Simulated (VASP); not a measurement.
A run of VASP 6.6.1 is set up as follows.

File INCAR:

```
PREC     = Accurate       # precision mode
ENCUT    = 520            # plane-wave cutoff, eV
EDIFF    = 1E-6           # SCF threshold, eV
ISMEAR   = -1             # smearing method
SIGMA    = 0.05           # smearing width, eV
LREAL    = False          # projectors in reciprocal space
LASPH    = True           # aspherical terms in the spheres
NELM     = 80             # most SCF steps
ALGO     = Normal         # electronic algorithm
ISIF     = 2              # what is computed and relaxed
LWAVE    = False          # write WAVECAR
LCHARG   = False          # write CHGCAR
GGA      = CA             # functional
NBANDS   = 20             # bands
```

KPOINTS

```
Automatic mesh
0
Gamma
  11 11 11
```

Contents of POSCAR:

```
TaBi
1.0
    2.9022477710      0.0000000000      0.0000000000
    0.0000000000      2.9022477710      0.0000000000
    0.0000000000      0.0000000000      2.9022477710
Ta Bi
1 1
Direct
    0.0000000000      0.0000000000      0.0000000000
    0.5000000000      0.5000000000      0.5000000000
```

Potentials or basis: VASP PAW LDA potentials, release 64 (Ta_pv, Bi_d).

The run is started by

```bash
$ cat potpaw_LDA.64/Ta_pv/POTCAR potpaw_LDA.64/Bi_d/POTCAR > POTCAR
$ mpirun -np 1 vasp_std > vasp.out
```

**Question.** Estimate the pressure.

**Answer.** 241.6 GPa.

**Question.** Estimate the band gap on the k mesh.

**Answer.** Zero (band 13 reaches 22.13 eV, above the bottom of band 14 at 16.48 eV).

Caveat: spin-orbit coupling is left out, which moves the levels of the heavy elements.
